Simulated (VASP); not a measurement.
Here is a VASP 6.6.1 calculation.

INCAR

```
  PREC = Accurate
  ENCUT = 520
  EDIFF = 1E-6
  ISMEAR = 0
  SIGMA = 0.05
  LREAL = False
  LASPH = True
  NELM = 80
  ALGO = Normal
  ISIF = 2
  LWAVE = False
  LCHARG = False
  GGA = PE
  NBANDS = 64
```

KPOINTS

```
regular mesh
0
Gamma
  6 8 3
```

POSCAR

```
SnO2
1.0
    0.0000000000     -4.8277049970      0.0000000000
    0.0000000000      0.0000000000     -3.2379909379
   11.6554099939      0.0000000000      0.0000000000
Sn O
4 8
Direct
    1.0000000000      0.0000000000      0.5812509749
    1.0000000000      0.0000000000      0.1670480426
    0.5000000000      0.5000000000      0.7883524411
    0.5000000000      0.5000000000      0.3741495088
    0.6933949136      0.0000000000      0.7082477008
    0.6933949136      0.0000000000      0.2940447685
    0.1933949136      0.5000000000      0.6613557152
    0.1933949136      0.5000000000      0.2471527829
    0.3066050864      0.0000000000      0.0400513168
    0.3066050864      0.0000000000      0.4542542491
    0.8066050864      0.5000000000      0.0869433023
    0.8066050864      0.5000000000      0.5011462346
```

Potentials or basis: VASP PAW PBE potentials, release 64 (Sn_d, O).

Launch:

```console
$ cat potpaw_PBE.64/Sn_d/POTCAR potpaw_PBE.64/O/POTCAR > POTCAR
$ mpirun -np 1 vasp_std > vasp.out
```

(1) Predict the largest force.

(2) What does it give for the band gap on the k mesh?

(3) What does it give for the pressure?

Answers

(1) 1.224 eV/Å.

(2) zero (bands 52 and 53 overlap by 0.11 eV).

(3) 0.8 GPa.

Caveat: the cell differs from its parent crystal (the distance across one plane changed); semilocal functionals underestimate gaps, so a narrow gap can read as zero; spin-orbit coupling is left out, which moves the levels of the heavy elements; forces of over 1 eV/Å act on the atoms, so gaps and moduli don't describe the material at rest.
